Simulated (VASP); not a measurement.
**Si3C2: single point with PBE**

The system is Si3C2.

```xyz
5
Lattice="-1.3933 1.3933 7.2370 1.3933 -1.3933 7.2370 1.3933 1.3933 -7.2370" Properties=species:S:1:pos:R:3 pbc="T T T"
Si    0.0000    0.0000    7.2370
Si    0.0000    0.0000    9.7548
Si    0.0000    0.0000    4.7192
C     0.0000    0.0000   11.8777
C     0.0000    0.0000    2.5963
```

```yaml
Program: VASP 6.6.1
Task: single point
Functional: PBE
Potentials_or_basis: VASP PAW PBE potentials, release 64 (Si, C)
Cutoff: 520 eV
k_mesh: 8 × 8 × 8
Occupations: gaussian, width 0.1 eV
Spin: no spin polarisation
Dipole_correction: no
Further_INCAR_settings: ALGO = Normal; EDIFF = 1e-06; NBANDS = 18
```

- Pressure: 0.0 GPa
- Largest force: 0.020 eV/Å
- Band gap on the k mesh: zero (bands 10 and 11 overlap by 2.85 eV)

Forces on the atoms (eV/Å):
```
Si   0.000  0.000  0.000
Si   0.000  0.000 -0.020
Si   0.000  0.000  0.020
C    0.000  0.000 -0.007
C    0.000  0.000  0.007
```

Stress tensor (GPa, compression positive):
```
 0.07  0.00  0.00
 0.00  0.07  0.00
 0.00  0.00 -0.20
```

Levels at points of the mesh, in eV from the Fermi level:
```
           k point  band 7  band 8  band 9  band 10  band 11  band 12
(0.00, 0.00, 0.00)   -2.43   -0.60   -0.60     1.29     3.80     4.46
(0.50, 0.00, 0.00)   -2.40   -2.27   -0.11    -0.10     0.27     3.97
(0.50, 0.50, 0.00)   -4.76   -3.88   -2.45    -1.20    -1.13    -0.84
(0.50, 0.50, 0.50)   -0.98   -0.58   -0.58    -0.08     3.81     4.70
```

It took 4.8 min on 1 thread of Intel(R) Xeon(R) Platinum 8175M CPU @ 2.50GHz (Skylake/Cascade Lake), with other jobs on the host, peak memory 0.43 GiB.
